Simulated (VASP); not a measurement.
# Ir (Fm-3m) in VASP: a series of runs

Ir is run at these levels: PBE; tasks: single point.

Program: VASP 6.6.1. These are calculated values, not measurements. Logs are shortened: lines on timing, memory, paths and dates and some standing lists are left out, and cuts for length are marked.

**1. The cell of the first run**

It takes space group Fm-3m (No. 225, cubic). The conventional cell has a = 3.805 Å, b = 3.805 Å, c = 3.805 Å, α = 90.00°, β = 90.00°, γ = 90.00°. Within 3.5 Å of Ir (site symmetry m-3m) lie 12 Ir at 2.69 Å.

**2. Single point, PBE**

The input, INCAR:

```
  ALGO = Normal
  EDIFF = 1E-7
  ENCUT = 520
  GGA = PE
  ISIF = 2
  ISMEAR = -1
  LASPH = True
  LCHARG = False
  LREAL = False
  LWAVE = False
  NBANDS = 10
  NELM = 80
  PREC = Accurate
  SIGMA = 0.05
```

The input, KPOINTS:

```
k-points
0
Gamma
  12 12 12
```

The input, POSCAR:

```
Ir
1.0
    0.0000000000      1.9027432368      1.9027432368
    1.9027432368      0.0000000000      1.9027432368
    1.9027432368      1.9027432368      0.0000000000
Ir
1
Direct
    0.0000000000      0.0000000000      0.0000000000
```

Potentials or basis: VASP PAW PBE potentials, release 64 (Ir).

The run is started by

```console
$ cat potpaw_PBE.64/Ir/POTCAR > POTCAR
$ mpirun -np 1 vasp_std > vasp.out
```

OUTCAR:

```text
EDIFF = 1E-7
   ENCUT = 520
   GGA = PE
   ISIF = 2
   ISMEAR = -1
   LASPH = True
   LREAL = False
   NELM = 80
   PREC = Accurate

 ion  position               nearest neighbor table
   1  0.000  0.000  0.000-

  LATTYP: Found a face centered cubic cell.
 ALAT       =     3.8054864736

  Lattice vectors:

 A1 = (   0.0000000000,   1.9027432368,   1.9027432368)
 A2 = (   1.9027432368,   0.0000000000,   1.9027432368)
 A3 = (   1.9027432368,   1.9027432368,   0.0000000000)

Analysis of symmetry for initial positions (statically):
[... 5 lines left out ...]
 face centered cubic supercell.

 Subroutine GETGRP returns: Found 48 space group operations
 (whereof 48 operations were pure point group operations)
 out of a pool of 48 trial point group operations.

The static configuration has the point symmetry O_h .

Analysis of symmetry for dynamics (positions and initial velocities):
[... 5 lines left out ...]
 face centered cubic supercell.

 Subroutine GETGRP returns: Found 48 space group operations
 (whereof 48 operations were pure point group operations)
 out of a pool of 48 trial point group operations.

The dynamic configuration has the point symmetry O_h .

 Subroutine INISYM returns: Found 48 space group operations
 (whereof 48 operations are pure point group operations),
 and found     1 'primitive' translations

----------------------------------------------------------------------------------------

                                     Primitive cell

  volume of cell :      13.7775

  direct lattice vectors                    reciprocal lattice vectors
     0.000000000  1.902743237  1.902743237    -0.262778493  0.262778493  0.262778493
     1.902743237  0.000000000  1.902743237     0.262778493 -0.262778493  0.262778493
     1.902743237  1.902743237  0.000000000     0.262778493  0.262778493 -0.262778493

  length of vectors
     2.690885291  2.690885291  2.690885291     0.455145701  0.455145701  0.455145701

  position of ions in fractional coordinates (direct lattice)
     0.000000000  0.000000000  0.000000000

  ion indices of the primitive-cell ions
   primitive index   ion index
                 1           1

----------------------------------------------------------------------------------------

 KPOINTS: k-points

Automatic generation of k-mesh.
 Grid dimensions read from file:
 generate k-points for:   12   12   12

 Generating k-lattice:

[... 51 lines left out ...]
 SYSTEM =  unknown system
   PREC   = accura    normal or accurate (medium, high low for compatibility)
   ISTART =      0    job   : 0-new  1-cont  2-samecut
   ICHARG =      2    charge: 1-file 2-atom 10-const
   ISPIN  =      1    spin polarized calculation?
   LNONCOLLINEAR =      F non collinear calculations
   LSORBIT =      F    spin-orbit coupling
   LASPH  =      T    aspherical Exc in radial PAW
   ENCUT  =  520.0 eV  38.22 Ry    6.18 a.u.   5.00  5.00  5.00*2*pi/ulx,y,z
   NELM   =     80;   NELMIN=  2; NELMDL= -5     # of ELM steps
   EDIFF  = 0.1E-06   stopping-criterion for ELM
   LREAL  =      F    real-space projection
   EDIFFG = 0.1E-05   stopping-criterion for IOM
   NSW    =      0    number of steps for IOM
   IBRION =     -1    ionic relax: 0-MD 1-quasi-New 2-CG
   NFREE  =      0    steps in history (QN), initial steepest desc. (CG)
   ISIF   =      2    stress and relaxation
   ISYM   =      2    0-nonsym 1-usesym 2-fastsym
   POTIM  = 0.5000    time-step for ionic-motion
   TEBEG  =    0.0;   TEEND  =   0.0 temperature during run
   PSTRESS=    0.0 pullay stress
   NELECT =       9.0000    total number of electrons
   NUPDOWN=      -1.0000    fix difference up-down
   EMIN   =  10.00;   EMAX   =-10.00  energy-range for DOS
[... 5 lines left out ...]
     AMIX     =   0.40;   BMIX     =  1.00
     AMIX_MAG =   1.60;   BMIX_MAG =  1.00
  volume/ion in A,a.u.               =      13.78        92.98
  Fermi-wavevector in a.u.,A,eV,Ry     =   1.420470  2.684300 27.452962  2.017736
  Thomas-Fermi vector in A             =   2.541382
   LORBIT       =      0    0 simple, 1 ext, 2 COOP (PROOUT), +10 PAW based schemes
   GGA     = PE    functional components
   LHFCALC =     F    Hartree Fock is set to
   AEXX    =    0.0000 exact exchange contribution
   IVDW    =     0    specifies the selected vdW correction
   LEPSILON=     F    determine dielectric tensor
   LRPA    =     F    only Hartree local field effects (RPA)
 non-spin polarized calculation
  energy-cutoff  :      520.00
  volume of cell :       13.78
 maximum number of plane-waves:       388
   NGX =  9   NGY =  9   NGZ =  9

 number of electron       9.0000001 magnetization

 Free energy of the ion-electron system (eV)
  ---------------------------------------------------
  ext. energy  EPLUGINS =         0.00000000
  ---------------------------------------------------
  free energy    TOTEN  =        -8.82535500 eV

  energy without entropy =       -8.82080410  energy(sigma->0) =       -8.82307955

 E-fermi :  10.9108     XC(G=0): -14.1471

 val. band max:       10.9099275718   @ k =  -0.2500   0.0833   0.0000
 cond. band min:      11.0367714939   @ k =   0.4167   0.4167   0.0000
 fundamental gap:      0.1268439221
 Fermi energy:        10.9107620614

 k-point     1 :       0.0000    0.0000    0.0000
  band No.  band energies     occupation
      1      -0.5351      2.00000
      2       6.8254      2.00000
      3       6.8254      2.00000
      4       6.8254      2.00000
      5       9.6276      2.00000
      6       9.6276      2.00000
      7      25.1448      0.00000
      8      30.8863      0.00000
      9      30.8863      0.00000
     10      30.8863      0.00000
[... 287 lines left out ...]
 k-point    24 :      -0.4167    0.1667    0.0000
  band No.  band energies     occupation
      1       3.4599      2.00000
      2       5.9165      2.00000
      3       7.5683      2.00000
      4       7.7697      2.00000
      5      11.3474      0.00032
      6      14.7594      0.00000
      7      18.3638      0.00000
      8      26.2960      0.00000
      9      28.6740      0.00000
     10      30.7477      0.00000

 [... further k-points ...]
[... 5 lines left out ...]
  --------------------------------------------------------------------------------------
  -------------------------------------------------------------------------------------
  Total        1.7641184      1.7641184      1.7641184      0.0000000     -0.0000000     -0.0000000
  in kB      205.1482268    205.1482268    205.1482268      0.0000000     -0.0000000     -0.0000000
  external PRESSURE =     205.1482268 kB  Pullay stress =       0.0000000 kB

 VOLUME and BASIS-vectors are now :
 -----------------------------------------------------------------------------
  energy-cutoff  :      520.00
  volume of cell :       13.78
      direct lattice vectors                 reciprocal lattice vectors
     0.000000000  1.902743237  1.902743237    -0.262778493  0.262778493  0.262778493
     1.902743237  0.000000000  1.902743237     0.262778493 -0.262778493  0.262778493
     1.902743237  1.902743237  0.000000000     0.262778493  0.262778493 -0.262778493

 POSITION                                       TOTAL-FORCE (eV/Angst)
 -----------------------------------------------------------------------------------
      0.00000      0.00000      0.00000        -0.000000      0.000000     -0.000000
 -----------------------------------------------------------------------------------
    total drift:                                0.000000     -0.000000     -0.000000

  FREE ENERGIE OF THE ION-ELECTRON SYSTEM (eV)
  ---------------------------------------------------
  free  energy   TOTEN  =        -8.8253549998 eV

  energy  without entropy=       -8.8208041033  energy(sigma->0) =       -8.82307955
```

OSZICAR:

```text
N       E                     dE             d eps       ncg     rms          rms(c)
DAV:   1     0.496301890487E+02    0.49630E+02   -0.43213E+03  1448   0.812E+02
DAV:   2    -0.839441368321E+01   -0.58025E+02   -0.55155E+02  1488   0.198E+02
DAV:   3    -0.936184151607E+01   -0.96743E+00   -0.96592E+00  1700   0.308E+01
DAV:   4    -0.937104553277E+01   -0.92040E-02   -0.92027E-02  1628   0.276E+00
DAV:   5    -0.937122045480E+01   -0.17492E-03   -0.17492E-03  1632   0.371E-01    0.164E+01
DAV:   6    -0.892438658769E+01    0.44683E+00   -0.72262E-01  1622   0.106E+01    0.685E+00
DAV:   7    -0.883172511566E+01    0.92661E-01   -0.26944E-01  1718   0.597E+00    0.144E+00
DAV:   8    -0.883026213588E+01    0.14630E-02   -0.20463E-03  1544   0.457E-01    0.125E+00
DAV:   9    -0.882536073774E+01    0.49014E-02   -0.31505E-03  1610   0.800E-01    0.413E-02
DAV:  10    -0.882535279940E+01    0.79383E-05   -0.30030E-05  2050   0.609E-02    0.359E-02
DAV:  11    -0.882535500785E+01   -0.22084E-05   -0.26730E-06  1578   0.181E-02    0.457E-03
DAV:  12    -0.882535499980E+01    0.80450E-08   -0.25769E-08  1030   0.145E-03
   1 F= -.88253550E+01 E0= -.88230796E+01  d E =-.455090E-02
```

stdout:

```text
POSCAR found type information on POSCAR Ir
 POSCAR found :  1 types and       1 ions
 scaLAPACK will be used
 LDA part: xc-table for (Slater+PW92), standard interpolation
 POSCAR, INCAR and KPOINTS ok, starting setup
 FFT: planning ... GRIDC
 FFT: planning ... GRID_SOFT
 FFT: planning ... GRID
 WAVECAR not read
 entering main loop
```

Run time: 3.9 s. Hardware: 1 thread of Intel Xeon 6975P-C (Granite Rapids), shared host; peak memory 0.13 GiB.

What came out:

| Item | Value |
| --- | --- |
| Free energy | -8.8254 eV |
| Pressure | 20.5 GPa |

Caveat: spin-orbit coupling is left out, which moves the levels of the heavy elements.

**3. Single point, PBE**

This run uses another cell than the first one, of 14.06 Å³/atom, 1.020 times its volume.

The input, INCAR:

```
PREC = Accurate
ENCUT = 520
EDIFF = 1E-7
ISMEAR = -1
SIGMA = 0.05
LREAL = False
LASPH = True
NELM = 60
ALGO = Fast
ISIF = 2
LWAVE = False
LCHARG = False
GGA = PE
NBANDS = 10
```

The input, KPOINTS:

```
regular mesh
0
Gamma
  12 12 12
```

The input, POSCAR:

```
Ir
1.0
    0.0000000000      1.9156000000      1.9156000000
    1.9156000000      0.0000000000      1.9156000000
    1.9156000000      1.9156000000      0.0000000000
Ir
1
Direct
    0.0000000000      0.0000000000      0.0000000000
```

Potentials or basis: VASP PAW PBE potentials, release 64 (Ir).

The run is started by

```console
$ cat potpaw_PBE.64/Ir/POTCAR > POTCAR
$ mpirun -np 1 vasp_std > vasp.out
```

It took 6.3 s on 1 thread of Intel Xeon 6975P-C (Granite Rapids), shared host; peak memory 0.13 GiB.

It converged, with:

| Quantity | Value |
| --- | --- |
| Free energy | -8.8537 eV |
| Pressure | 11.8 GPa |

Levels at points of the mesh, in eV from the Fermi level:
```
           k point  band 1  band 2  band 3  band 4  band 5  band 6  band 7  band 8  band 9
(0.00, 0.00, 0.00)  -11.22   -3.96   -3.96   -3.96   -1.24   -1.24   14.28   19.90   19.90
(0.50, 0.00, 0.00)   -8.20   -4.07   -4.07   -0.81    0.87    0.87    7.30   13.83   19.81
(0.50, 0.50, 0.00)   -8.02   -7.44    0.84    1.46    1.46    1.67   10.57   11.71   11.71
```

Caveat: spin-orbit coupling is left out, which moves the levels of the heavy elements.

**4. Single point, PBE**

This run uses another cell than the first one, of 14.34 Å³/atom, 1.041 times its volume.

The input, INCAR:

```
  ALGO = Normal
  EDIFF = 1E-6
  ENCUT = 520
  GGA = PE
  ISIF = 2
  ISMEAR = -1
  LASPH = T
  LCHARG = F
  LREAL = F
  LWAVE = F
  NBANDS = 10
  NELM = 80
  PREC = Accurate
  SIGMA = 0.05
```

The input, KPOINTS:

```
k-points
0
Gamma
  12 12 12
```

The input, POSCAR:

```
Ir
1.0
    0.0000000000      1.9282864624      1.9282864624
    1.9282864624      0.0000000000      1.9282864624
    1.9282864624      1.9282864624      0.0000000000
Ir
1
Direct
    0.0000000000      0.0000000000      0.0000000000
```

The run is started by

```console
$ cat potpaw_PBE.64/Ir/POTCAR > POTCAR
$ mpirun -np 1 vasp_std > vasp.out
```

Wall time 3.9 s (1 thread of Intel Xeon 6975P-C (Granite Rapids), shared host); peak memory 0.13 GiB.

The run converged. Its results:

```yaml
Free_energy: -8.8676 eV
Pressure: 4.1 GPa
```

Levels at points of the mesh, in eV from the Fermi level:
| k point | band 1 | band 2 | band 3 | band 4 | band 5 | band 6 | band 7 | band 8 |
| --- | --- | --- | --- | --- | --- | --- | --- | --- |
| (0.00, 0.00, 0.00) | -11.00 | -3.83 | -3.83 | -3.83 | -1.21 | -1.21 | 14.33 | 19.83 |
| (0.50, 0.00, 0.00) | -7.98 | -3.94 | -3.94 | -0.75 | 0.84 | 0.84 | 7.10 | 13.87 |
| (0.50, 0.50, 0.00) | -7.79 | -7.22 | 0.81 | 1.41 | 1.41 | 1.68 | 10.30 | 11.62 |

Caveat: spin-orbit coupling is left out, which moves the levels of the heavy elements.

**5. Single point, PBE**

This run uses another cell than the first one, of 14.62 Å³/atom, 1.061 times its volume.

The input, INCAR:

```
SYSTEM = Ir
PREC     = Accurate       ! precision mode
ENCUT    = 520            ! plane-wave cutoff, eV
EDIFF    = 1E-6           ! SCF threshold, eV
ISMEAR   = -1             ! smearing method
SIGMA    = 0.05           ! smearing width, eV
LREAL    = .FALSE.        ! projectors in reciprocal space
LASPH    = .TRUE.         ! aspherical terms in the spheres
NELM     = 80             ! most SCF steps
ALGO     = Normal         ! electronic algorithm
ISIF     = 2              ! what is computed and relaxed
LWAVE    = .FALSE.        ! write WAVECAR
LCHARG   = .FALSE.        ! write CHGCAR
GGA      = PE             ! functional
NBANDS   = 10             ! bands
```

The input, KPOINTS:

```
regular mesh
0
G
  12 12 12
  0 0 0
```

The input, POSCAR:

```
Ir
1.0
    0.0000000000      1.9408081540      1.9408081540
    1.9408081540      0.0000000000      1.9408081540
    1.9408081540      1.9408081540      0.0000000000
Ir
1
Direct
    0.0000000000      0.0000000000      0.0000000000
```

The run is started by

```console
$ cat potpaw_PBE.64/Ir/POTCAR > POTCAR
$ mpirun -np 1 vasp_std > vasp.out
```

It took 3.9 s on 1 thread of Intel Xeon 6975P-C (Granite Rapids), shared host; peak memory 0.13 GiB.

Results (log left out):

```
Free energy : -8.8687 eV
Pressure    : -2.8 GPa
```

Levels at points of the mesh, in eV from the Fermi level:
```tsv
k point	band 1	band 2	band 3	band 4	band 5	band 6	band 7	band 8
(0.00, 0.00, 0.00)	-10.79	-3.72	-3.72	-3.72	-1.17	-1.17	14.37	19.76
(0.50, 0.00, 0.00)	-7.78	-3.81	-3.81	-0.69	0.81	0.81	6.91	13.90
(0.50, 0.50, 0.00)	-7.56	-7.01	0.78	1.36	1.36	1.69	10.04	11.53
```

Caveat: spin-orbit coupling is left out, which moves the levels of the heavy elements.

**6. Overview**

```tsv
cell	gap on the mesh (eV)	pressure (GPa)
a = 2.691 Å, angles 60.0°, 1 atom	none	20.5
a = 2.709 Å, angles 60.0°, 1 atom	none	11.8
a = 2.727 Å, angles 60.0°, 1 atom	none	4.1
a = 2.745 Å, angles 60.0°, 1 atom	none	-2.8
```

Alike in all rows: task single point; level PBE; potentials or basis VASP PAW PBE potentials, release 64 (Ir); no spin polarisation; k mesh 12 × 12 × 12; cutoff (eV) 520; smearing fermi-dirac 0.05 eV.

Caveats: spin-orbit coupling is left out, which moves the levels of the heavy elements.

Total energies depend on the potentials used, so only differences within one code and one set of settings carry meaning.
